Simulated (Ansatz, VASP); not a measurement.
## One calculation of Zn, two programs

```
Zn
1.0
     0.00000    1.89275    1.89275
     1.89275    0.00000    1.89275
     1.89275    1.89275    0.00000
Zn
1
Direct
  0.00000 0.00000 0.00000
```

Alike in both runs: task single point; functional LDA; k mesh 14 × 14 × 14; occupations fermi-dirac, width 0.1 eV; non-collinear spin, spin-orbit coupling.

|  | VASP | Ansatz |
| --- | --- | --- |
| version | VASP 6.6.1 | Ansatz 0.2.0 |
| potentials or method | VASP PAW LDA potentials, release 64 (Zn), cutoff 520 eV | plane waves (420 eV) with PAW, fully relativistic with spin-orbit coupling |
| valence electrons in the cell | 12 | 12 |

|  | VASP | Ansatz | Ansatz less VASP |
| --- | --- | --- | --- |
| net moment per atom (μB) | 0.00 | 0.00 | 0.000 |

Ansatz warns that its potentials were made for another functional, while VASP's fit it. LDA's correlation is that of Perdew and Zunger in VASP and of Perdew and Wang (1992) in Ansatz.
